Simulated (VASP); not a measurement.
C:

```
C
1.0
     3.46060    0.00000    0.00000
     0.00000    3.46060    0.00000
     0.00000    0.00000    3.54916
C
8
Cartesian
  0.7123 1.5608 3.3688
  0.1695 1.0180 1.9550
  3.2911 2.4426 1.9550
  1.5608 2.7483 0.1804
  2.7483 1.8998 3.3688
  2.4426 0.1695 1.5942
  1.0180 3.2911 1.5942
  1.8998 0.7123 0.1804
```

* Program: VASP 6.6.1
* Task: relaxation of cell and atoms
* Functional: PBE
* Potentials or basis: VASP PAW PBE potentials, release 64 (C)
* Cutoff: 600 eV
* k mesh: 6 × 6 × 6
* Occupations: gaussian, width 0.1 eV
* Spin: no spin polarisation

At the start: pressure 88.5 GPa; volume 5.31 Å³/atom.

Task: Where does the relaxation end?

Result: Over 28 steps the energy falls by 1504.8 meV/atom and the volume is 8.10 Å³/atom (+52.4 %); space group I4/mmm (No. 139, to 0.05 Å).

The path:
```csv
step,energy change (eV),largest force (eV/Å),pressure (GPa),volume (Å³)
1,0.0000,0.4153,88.50,42.50
2,-1.1967,1.6295,-41.77,63.10
3,-2.5965,0.9682,-6.11,52.85
4,-3.6713,1.8038,1.45,53.61
5,-4.0388,8.5620,52.33,54.18
6,-4.6073,4.4424,17.50,54.14
7,-4.7667,6.2041,32.74,54.25
8,-4.8781,6.2482,33.47,54.43
9,-5.1655,6.3291,36.00,54.95
10,-5.5104,6.3444,41.72,55.90
11,-5.9303,5.7541,38.86,56.28
12,-6.9629,4.5728,31.72,57.43
13,-8.0325,5.1920,22.90,59.76
14,-8.1075,6.0018,21.48,60.54
15,-8.9910,5.3236,13.80,61.91
16,-10.7896,3.2388,-7.36,66.12
17,-10.0999,2.1592,-38.80,75.10
18,-11.2369,1.8540,-21.15,69.39
19,-11.5702,1.4086,-16.57,68.47
20,-11.9536,1.2166,-3.20,66.16
21,-11.9547,1.2795,-2.33,66.03
22,-12.0185,0.2112,-0.10,65.61
23,-12.0187,0.2211,0.03,65.58
24,-12.0261,0.1283,-0.46,65.55
25,-12.0326,0.0776,-1.51,65.48
26,-12.0351,0.0678,-0.92,65.27
27,-12.0377,0.0433,0.58,64.76
28,-12.0382,0.0113,0.00,64.78
```

Final structure:
```
CELL_PARAMETERS angstrom
3.44347 0.00000 0.00000
0.00000 3.44347 0.00000
0.00000 0.00000 5.46358
ATOMIC_POSITIONS crystal
C 0.20075 0.49996 0.00007
C 0.00004 0.29925 0.49993
C 0.99996 0.70075 0.49993
C 0.49996 0.79925 0.99993
C 0.79925 0.50004 0.00007
C 0.70075 0.00004 0.50007
C 0.29925 0.99996 0.50007
C 0.50004 0.20075 0.99993
```

Caveat: the volume moved by over 15 % at a fixed basis, so the end points are rough.
